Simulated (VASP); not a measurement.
ScAlN2: single point with PBE

ScAlN2:

```
Sc Al N
1.0
     1.56748    0.90499    5.07406
    -1.56748    0.90499    5.07406
     0.00000   -1.80997    5.07406
Sc Al N
1 1 2
Direct
  0.00000 0.00000 0.00000
  0.50000 0.50000 0.50000
  0.24331 0.24331 0.24331
  0.75669 0.75669 0.75669
```

This cell differs from its parent crystal: volume changed by +10%.

- Program: VASP 6.6.1
- Task: single point
- Functional: PBE
- Potentials or basis: VASP PAW PBE potentials, release 64 (Sc_sv, Al, N)
- Cutoff: 520 eV
- k mesh: 4 × 4 × 4
- Occupations: gaussian, width 0.01 eV
- Spin: no spin polarisation

| Property | Result |
| --- | --- |
| Pressure | -14.4 GPa |
| Largest force | 0.139 eV/Å |
| Band gap on the k mesh | 0.85 eV, indirect (least direct gap 2.58 eV) |

Forces in eV/Å, atoms in the order of the input:
```
Sc   0.000  0.000  0.000
Al   0.000  0.000  0.000
N    0.000  0.000  0.139
N    0.000  0.000 -0.139
```

Stress tensor (GPa, compression positive):
```
-13.90   0.00   0.00
  0.00 -13.90   0.00
  0.00   0.00 -15.29
```

Levels at points of the mesh, in eV from the valence-band top:
```
           k point  band 9  band 10  band 11  band 12  band 13  band 14  band 15  band 16
(0.00, 0.00, 0.00)   -2.06    -0.31    -0.31     0.00     2.73     2.99     2.99     4.07
(0.50, 0.00, 0.00)   -3.65    -2.86    -1.73    -1.00     1.99     4.76     4.92     5.26
(0.50, 0.50, 0.00)   -2.10    -2.01    -2.00    -1.73     0.85     4.33     4.76     5.90
(0.50, 0.50, 0.50)   -1.74    -1.74    -0.80    -0.80     2.74     3.12     3.12     4.95
```

Wall time 24 s on 1 thread of AMD EPYC 9R45 96-Core Processor (Zen 5), on a shared host, peak memory 0.2 GiB.

Caveat: the k points lie up to 0.59 Å⁻¹ apart. A k mesh can miss the band edges.
